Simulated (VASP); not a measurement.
A run of VASP 6.6.1 is set up as follows.

INCAR

```
PREC = Accurate ; ENCUT = 500
EDIFF = 1E-6 ; ISMEAR = 0
SIGMA = 0.02 ; LREAL = F
LASPH = T ; NELM = 120
ALGO = Normal ; ISIF = 2
LWAVE = F ; LCHARG = F
GGA = PE ; IVDW = 12
NBANDS = 20 ; GGA_COMPAT = F
```

The input KPOINTS:

```
Automatic mesh
0
Gamma
  12 12 6
```

File POSCAR:

```
SnSe2
1.0
    3.7866205355      0.0000000000      0.0000000000
   -1.8933102677      3.2793095782      0.0000000000
    0.0000000000      0.0000000000      5.6218443113
Sn Se
1 2
Direct
    0.0000000000      0.0000000000      0.0000000000
    0.3333333333      0.6666666667      0.2830331316
    0.6666666667      0.3333333333      0.7169668684
```

Potentials or basis: VASP PAW PBE potentials, release 64 (Sn_d, Se).

Run with:

```console
$ cat potpaw_PBE.64/Sn_d/POTCAR potpaw_PBE.64/Se/POTCAR > POTCAR
$ mpirun -np 1 vasp_std > vasp.out
```

What does it give for the pressure?

4.2 GPa.

Predict the largest force.

0.011 eV/Å.

What does it give for the dispersion energy per atom?

-0.402 eV.

Stress tensor (GPa, compression positive):
```
4.18 0.00 0.00
0.00 4.18 0.00
0.00 0.00 4.09
```

Caveat: pairwise dispersion overbinds metals, which lowers pressure and volume.
